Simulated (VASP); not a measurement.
# ZnSe (I-4m2) in VASP: further runs

ZnSe is run at these levels: r2SCAN; tasks: single point.

Everything below comes from runs of VASP 6.6.1. Logs are shortened: lines on timing, memory, paths and dates and some standing lists are left out, and cuts for length are marked.

## Step 1: The cell of the first run

The structure is tetragonal, space group I-4m2 (No. 119). The conventional cell has a = 4.126 Å, b = 4.126 Å, c = 5.460 Å, α = 90.00°, β = 90.00°, γ = 90.00°. Zn (site symmetry -4m2) has 4 Se at 2.47 Å within 3.3 Å. Within 3.3 Å of Se (site symmetry -4m2) lie 4 Zn at 2.47 Å.

## Step 2: Single point, r2SCAN, non-collinear spin, zero start, spin-orbit coupling (epitaxial xy strain +3.0%)

Contents of POSCAR:

```
ZnSe
1.0
    0.0000000000      2.9173933049      2.7298907215
    2.9173933049      0.0000000000      2.7298907215
    2.9173933049      2.9173933049      0.0000000000
Zn Se
1 1
Direct
    0.0000000000      0.0000000000      0.0000000000
    0.2500000000      0.2500000000      0.2500000000
```

Contents of INCAR.step1:

```
SYSTEM = ZnSe
ALGO = Normal ; EDIFF = 1E-4
ENCUT = 520 ; GGA = PE
GGA_COMPAT = .False. ; ISMEAR = -1
LASPH = .True. ; LCHARG = .False.
LREAL = .False. ; LSORBIT = .True.
LWAVE = .True. ; MAGMOM = 0 0 0 0 0 0
NBANDS = 30 ; NELM = 150
PREC = Accurate ; SIGMA = 0.02
```

Contents of INCAR.step2:

```
SYSTEM = ZnSe
ALGO = Normal ; EDIFF = 1E-6
ENCUT = 520 ; GGA_COMPAT = .False.
ISIF = 2 ; ISMEAR = -1
ISTART = 1 ; LASPH = .True.
LCHARG = .True. ; LMIXTAU = .True.
LORBIT = 11 ; LORBMOM = .True.
LREAL = .False. ; LSORBIT = .True.
LVHAR = .True. ; LWAVE = .False.
MAGMOM = 0 0 0 0 0 0 ; METAGGA = R2SCAN
NBANDS = 30 ; NELM = 150
PREC = Accurate ; SIGMA = 0.02
```

Contents of KPOINTS:

```
k-points
0
Gamma
  8 8 8
  0 0 0
```

Potentials or basis: VASP PAW PBE potentials, release 64 (Zn, Se).

Command:

```bash
$ cat potpaw_PBE.64/Zn/POTCAR potpaw_PBE.64/Se/POTCAR > POTCAR
$ cp INCAR.step1 INCAR
$ mpirun -np 1 vasp_ncl > vasp.out
$ cp INCAR.step2 INCAR
$ mpirun -np 1 vasp_ncl > vasp.out
```

OUTCAR:

```text
SYSTEM = ZnSe
   EDIFF = 1E-6
   ENCUT = 520
   ISIF = 2
   ISMEAR = -1
   ISTART = 1
   LASPH = .True.
   LORBIT = 11
   LREAL = .False.
   LSORBIT = .True.
   METAGGA = R2SCAN
   NELM = 150
   PREC = Accurate

 ion  position               nearest neighbor table
   1  0.000  0.000  0.000-   2 2.47   2 2.47   2 2.47   2 2.47
   2  0.250  0.250  0.250-   1 2.47   1 2.47   1 2.47   1 2.47

  LATTYP: Found a body centered tetragonal cell.
 ALAT       =     4.1258171786
 C/A-ratio  =     1.3233212250

  Lattice vectors:

 A1 = (   0.0000000000,  -2.9173933049,  -2.7298907215)
 A2 = (   0.0000000000,   2.9173933049,  -2.7298907215)
 A3 = (   2.9173933049,   0.0000000000,   2.7298907215)

Analysis of symmetry for initial positions (statically):
=====================================================================
 Subroutine PRICEL returns:
 Original cell was already a primitive cell.

 Routine SETGRP: Setting up the symmetry group for a
 body centered tetragonal supercell.

 Subroutine GETGRP returns: Found  8 space group operations
 (whereof  8 operations were pure point group operations)
 out of a pool of 16 trial point group operations.

The static configuration has the point symmetry D_2d.

Analysis of symmetry for dynamics (positions and initial velocities):
=====================================================================
 Subroutine PRICEL returns:
 Original cell was already a primitive cell.

 Routine SETGRP: Setting up the symmetry group for a
 body centered tetragonal supercell.

 Subroutine GETGRP returns: Found  8 space group operations
 (whereof  8 operations were pure point group operations)
 out of a pool of 16 trial point group operations.

The dynamic configuration has the point symmetry D_2d.

Analysis of structural, dynamic, and magnetic symmetry:
=====================================================================
 Subroutine PRICEL returns:
 Original cell was already a primitive cell.

 Routine SETGRP: Setting up the symmetry group for a
 body centered tetragonal supercell.

 Subroutine GETGRP returns: Found  8 space group operations
 (whereof  8 operations were pure point group operations)
 out of a pool of 16 trial point group operations.

The overall configuration has the point symmetry D_2d.

 Subroutine INISYM returns: Found  8 space group operations
 (whereof  8 operations are pure point group operations),
 and found     1 'primitive' translations

----------------------------------------------------------------------------------------

                                     Primitive cell

  volume of cell :      46.4692

  direct lattice vectors                    reciprocal lattice vectors
     0.000000000  2.917393305  2.729890721    -0.171385874  0.171385874  0.183157515
     2.917393305  0.000000000  2.729890721     0.171385874 -0.171385874  0.183157515
     2.917393305  2.917393305  0.000000000     0.171385874  0.171385874 -0.183157515

  length of vectors
     3.995433274  3.995433274  4.125817179     0.303797483  0.303797483  0.303797483

  position of ions in fractional coordinates (direct lattice)
     0.000000000  0.000000000  0.000000000
     0.250000000  0.250000000  0.250000000

  ion indices of the primitive-cell ions
   primitive index   ion index
                 1           1
                 2           2

----------------------------------------------------------------------------------------

 KPOINTS: k-points

Automatic generation of k-mesh.
 Grid dimensions read from file:
 generate k-points for:    8    8    8

 Generating k-lattice:

  Cartesian coordinates                     Fractional coordinates (reciprocal lattice)
    -0.021423234  0.021423234  0.022894689     0.125000000  0.000000000  0.000000000
     0.021423234 -0.021423234  0.022894689     0.000000000  0.125000000  0.000000000
     0.021423234  0.021423234 -0.022894689     0.000000000  0.000000000  0.125000000

  Length of vectors
     0.037974685  0.037974685  0.037974685

  Shift w.r.t. Gamma in fractional coordinates (k-lattice)
     0.000000000  0.000000000  0.000000000

 Subroutine IBZKPT returns following result:
 ===========================================

 Found     87 irreducible k-points:

 Following reciprocal coordinates:
            Coordinates               Weight
  0.000000  0.000000  0.000000      1.000000
  0.125000  0.000000  0.000000      4.000000
 -0.125000 -0.000000  0.000000      4.000000
  0.250000  0.000000  0.000000      4.000000
 -0.250000 -0.000000  0.000000      4.000000
  0.375000  0.000000  0.000000      4.000000
[... 16 lines left out ...]
 -0.375000 -0.250000  0.000000      4.000000
  0.500000  0.250000  0.000000      4.000000
 [... further k-points ...]
[... 26 lines left out ...]
   POTIM  = 0.5000    time-step for ionic-motion
   TEBEG  =    0.0;   TEEND  =   0.0 temperature during run
   PSTRESS=    0.0 pullay stress
   NELECT =      18.0000    total number of electrons
   NUPDOWN=      -1.0000    fix difference up-down
   EMIN   =  10.00;   EMAX   =-10.00  energy-range for DOS
   EFERMI =   0.00;   METHOD = LEGACY
   ISMEAR =    -1;   SIGMA  =   0.02  broadening in eV -4-tet -1-fermi 0-gaus
   EFERMI_NEDOS =   21; number of points for ismear=-14 and -15
   IALGO  =     38    algorithm
   IMIX   =      4    mixing-type and parameters
     AMIX     =   0.40;   BMIX     =  1.00
     AMIX_MAG =   1.60;   BMIX_MAG =  1.00
  volume/ion in A,a.u.               =      23.23       156.79
  Fermi-wavevector in a.u.,A,eV,Ry     =   1.193376  2.255153 19.376683  1.424146
  Thomas-Fermi vector in A             =   2.329392
   LORBIT       =     11    0 simple, 1 ext, 2 COOP (PROOUT), +10 PAW based schemes
   METAGGA = R2SCAN    functional components
   LHFCALC =     F    Hartree Fock is set to
   AEXX    =    0.0000 exact exchange contribution
   IVDW    =     0    specifies the selected vdW correction
   LEPSILON=     F    determine dielectric tensor
   LRPA    =     F    only Hartree local field effects (RPA)
  energy-cutoff  :      520.00
  volume of cell :       46.47
 maximum number of plane-waves:      2538
 NGX is ok and might be reduce to    30
   NGX = 15   NGY = 15   NGZ = 15

 number of electron      18.0000005 magnetization       0.0000000     -0.0000000     -0.0000000

 number of electron      18.0000005 magnetization       0.0000000     -0.0000000      0.0000000

 Free energy of the ion-electron system (eV)
  ---------------------------------------------------
  ext. energy  EPLUGINS =         0.00000000
  ---------------------------------------------------
  free energy    TOTEN  =       -24.91107239 eV

  energy without entropy =      -24.91107239  energy(sigma->0) =      -24.91107239

 E-fermi :   1.7642     XC(G=0):  -9.8214

 val. band max:        1.3335657201   @ k =   0.0000   0.0000   0.0000
 cond. band min:       2.8796280332   @ k =   0.0000   0.0000   0.0000
 fundamental gap:      1.5460623130
 Fermi energy:         1.7641955280

 k-point     1 :       0.0000    0.0000    0.0000
  band No.  band energies     occupation
      1     -12.4470      1.00000
      2     -12.4470      1.00000
      3      -5.6191      1.00000
      4      -5.6191      1.00000
      5      -5.6052      1.00000
      6      -5.6052      1.00000
[... 781 lines left out ...]
     29      15.0672      0.00000
     30      15.0696      0.00000

 [... further k-points ...]
[... 5 lines left out ...]
  --------------------------------------------------------------------------------------
  -------------------------------------------------------------------------------------
  Total       -0.5917275     -0.5917275      0.0460072      0.0000000      0.0000000      0.0000000
  in kB      -20.4017365    -20.4017365      1.5862467      0.0000000      0.0000000      0.0000000
  external PRESSURE =     -13.0724087 kB  Pullay stress =       0.0000000 kB

 VOLUME and BASIS-vectors are now :
 -----------------------------------------------------------------------------
  energy-cutoff  :      520.00
  volume of cell :       46.47
      direct lattice vectors                 reciprocal lattice vectors
     0.000000000  2.917393305  2.729890721    -0.171385874  0.171385874  0.183157515
     2.917393305  0.000000000  2.729890721     0.171385874 -0.171385874  0.183157515
     2.917393305  2.917393305  0.000000000     0.171385874  0.171385874 -0.183157515

 POSITION                                       TOTAL-FORCE (eV/Angst)
 -----------------------------------------------------------------------------------
      0.00000      0.00000      0.00000         0.000000      0.000000      0.000000
      1.45870      1.45870      1.36495        -0.000000     -0.000000     -0.000000
 -----------------------------------------------------------------------------------
    total drift:                                0.001217      0.001217      0.001755

  FREE ENERGIE OF THE ION-ELECTRON SYSTEM (eV)
  ---------------------------------------------------
  free  energy   TOTEN  =       -24.9110723923 eV

  energy  without entropy=      -24.9110723923  energy(sigma->0) =      -24.91107239

 orbital moment (x)

 # of ion     p       d       tot
 ----------------------------------------
  1        -0.000   0.000  -0.000
  2         0.000  -0.000   0.000
 ----------------------------------------
            0.000   0.000   0.000

 orbital moment (y)

 # of ion     p       d       tot
 ----------------------------------------
  1        -0.000   0.000   0.000
  2         0.000  -0.000   0.000
 ----------------------------------------
            0.000   0.000   0.000

 orbital moment (z)

 # of ion     p       d       tot
 ----------------------------------------
  1         0.000   0.000   0.000
  2         0.000   0.000   0.000
 ----------------------------------------
            0.000   0.000   0.000

 Spin-Orbit-Coupling matrix elements

 Ion:    1  E_soc:     -0.0081088
 l=   1
     0.0000000    -0.0004241    -0.0004245
    -0.0004241     0.0000000    -0.0004241
    -0.0004245    -0.0004241     0.0000000
 l=   2
     0.0000000    -0.0001882     0.0000000    -0.0001882    -0.0007378
    -0.0001882     0.0000000    -0.0005544    -0.0001883    -0.0001852
     0.0000000    -0.0005544     0.0000000    -0.0005544     0.0000000
    -0.0001882    -0.0001883    -0.0005544     0.0000000    -0.0001852
    -0.0007378    -0.0001852     0.0000000    -0.0001852     0.0000000
 l=   3
     0.0000000     0.0000000     0.0000000     0.0000000     0.0000000     0.0000000     0.0000000
     0.0000000     0.0000000     0.0000000     0.0000000     0.0000000     0.0000000     0.0000000
     0.0000000     0.0000000     0.0000000     0.0000000     0.0000000     0.0000000     0.0000000
     0.0000000     0.0000000     0.0000000     0.0000000     0.0000000     0.0000000     0.0000000
     0.0000000     0.0000000     0.0000000     0.0000000     0.0000000     0.0000000     0.0000000
     0.0000000     0.0000000     0.0000000     0.0000000     0.0000000     0.0000000     0.0000000
     0.0000000     0.0000000     0.0000000     0.0000000     0.0000000     0.0000000     0.0000000

 Ion:    2  E_soc:     -0.0348804
 l=   1
     0.0000000    -0.0058309    -0.0057561
    -0.0058309     0.0000000    -0.0058309
    -0.0057561    -0.0058309     0.0000000
 l=   2
     0.0000000    -0.0000037     0.0000000    -0.0000037    -0.0000037
    -0.0000037     0.0000000    -0.0000028    -0.0000036    -0.0000010
     0.0000000    -0.0000028     0.0000000    -0.0000028     0.0000000
    -0.0000037    -0.0000036    -0.0000028     0.0000000    -0.0000010
    -0.0000037    -0.0000010     0.0000000    -0.0000010     0.0000000
 l=   3
     0.0000000     0.0000000     0.0000000     0.0000000     0.0000000     0.0000000     0.0000000
     0.0000000     0.0000000     0.0000000     0.0000000     0.0000000     0.0000000     0.0000000
     0.0000000     0.0000000     0.0000000     0.0000000     0.0000000     0.0000000     0.0000000
     0.0000000     0.0000000     0.0000000     0.0000000     0.0000000     0.0000000     0.0000000
     0.0000000     0.0000000     0.0000000     0.0000000     0.0000000     0.0000000     0.0000000
     0.0000000     0.0000000     0.0000000     0.0000000     0.0000000     0.0000000     0.0000000
     0.0000000     0.0000000     0.0000000     0.0000000     0.0000000     0.0000000     0.0000000

 total charge

# of ion       s       p       d       tot
------------------------------------------
    1        0.505   0.424   9.801  10.731
    2        1.432   2.470   0.028   3.929
--------------------------------------------------
tot          1.937   2.894   9.829  14.661

 magnetization (x)

# of ion       s       p       d       tot
------------------------------------------
    1       -0.000   0.000   0.000  -0.000
    2       -0.000  -0.000   0.000  -0.000
--------------------------------------------------
tot         -0.000   0.000   0.000  -0.000

 magnetization (y)

# of ion       s       p       d       tot
------------------------------------------
    1        0.000  -0.000  -0.000  -0.000
    2        0.000   0.000  -0.000  -0.000
--------------------------------------------------
tot          0.000  -0.000  -0.000  -0.000

 magnetization (z)

# of ion       s       p       d       tot
------------------------------------------
    1       -0.000  -0.000  -0.000  -0.000
    2        0.000   0.000  -0.000  -0.000
--------------------------------------------------
tot         -0.000  -0.000  -0.000  -0.000
```

Run time: 13 min. Hardware: 1 thread of Intel Xeon 6975P-C (Granite Rapids), shared host; peak memory 0.45 GiB.

Results:

```
Free energy                                           : -24.9111 eV
Pressure                                              : -1.3 GPa
Net moment                                            : 0.00 μB per cell
Valence electrons inside the program's atomic spheres : Zn 10.73; Se 3.93
```

Moments on the atoms (μB; x, y, z):
```
Zn  0.00 0.00 0.00
Se  0.00 0.00 0.00
```

Caveat: the cell differs from its parent crystal (epitaxial xy strain +3.0%); the PAW data sets were made with another functional, which shifts forces and pressure a little.

## Step 3: Single point, r2SCAN, non-collinear spin, zero start, spin-orbit coupling (epitaxial xy strain +4.0%)

Contents of POSCAR:

```
ZnSe
1.0
    0.0000000000      2.9457175118      2.6936900735
    2.9457175118      0.0000000000      2.6936900735
    2.9457175118      2.9457175118      0.0000000000
Zn Se
1 1
Direct
    0.0000000000      0.0000000000      0.0000000000
    0.2500000000      0.2500000000      0.2500000000
```

Contents of INCAR.step1:

```
  PREC = Accurate
  ENCUT = 520
  ISMEAR = -1
  SIGMA = 0.02
  LREAL = False
  LASPH = True
  NELM = 150
  LNONCOLLINEAR = True
  MAGMOM = 0 0 0 0 0 0
  LSORBIT = True
  GGA_COMPAT = False
  NBANDS = 30
  GGA = PE
  ALGO = Normal
  EDIFF = 1E-4
  LWAVE = True
  LCHARG = False
```

Contents of INCAR.step2:

```
  PREC = Accurate
  ENCUT = 520
  EDIFF = 1E-6
  ISMEAR = -1
  SIGMA = 0.02
  LREAL = False
  LASPH = True
  NELM = 150
  ALGO = Normal
  ISIF = 2
  LWAVE = False
  LCHARG = True
  LNONCOLLINEAR = True
  MAGMOM = 0 0 0 0 0 0
  LORBIT = 11
  LSORBIT = True
  GGA_COMPAT = False
  LORBMOM = True
  METAGGA = R2SCAN
  LMIXTAU = True
  LVHAR = True
  NBANDS = 30
  ISTART = 1
```

Contents of KPOINTS:

```
Automatic mesh
0
Gamma
  8 8 8
```

Potentials or basis: VASP PAW PBE potentials, release 64 (Zn, Se).

Command:

```bash
$ cat potpaw_PBE.64/Zn/POTCAR potpaw_PBE.64/Se/POTCAR > POTCAR
$ cp INCAR.step1 INCAR
$ mpirun -np 1 vasp_ncl > vasp.out
$ cp INCAR.step2 INCAR
$ mpirun -np 1 vasp_ncl > vasp.out
```

It took 14 min on 1 thread of Intel Xeon 6975P-C (Granite Rapids), shared host; peak memory 0.45 GiB.

The run converged. Its results:

- Free energy: -24.8969 eV
- Pressure: -1.7 GPa
- Net moment: 0.00 μB per cell
- Valence electrons inside the program's atomic spheres: Zn 10.72; Se 3.92

Stress tensor (GPa, compression positive):
```
-2.70  0.00  0.00
 0.00 -2.70  0.00
 0.00  0.00  0.16
```

Moments on the atoms (μB; x, y, z):
```
Zn  0.00 0.00 0.00
Se  0.00 0.00 0.00
```

Caveat: the cell differs from its parent crystal (epitaxial xy strain +4.0%); the PAW data sets were made with another functional, which shifts forces and pressure a little.
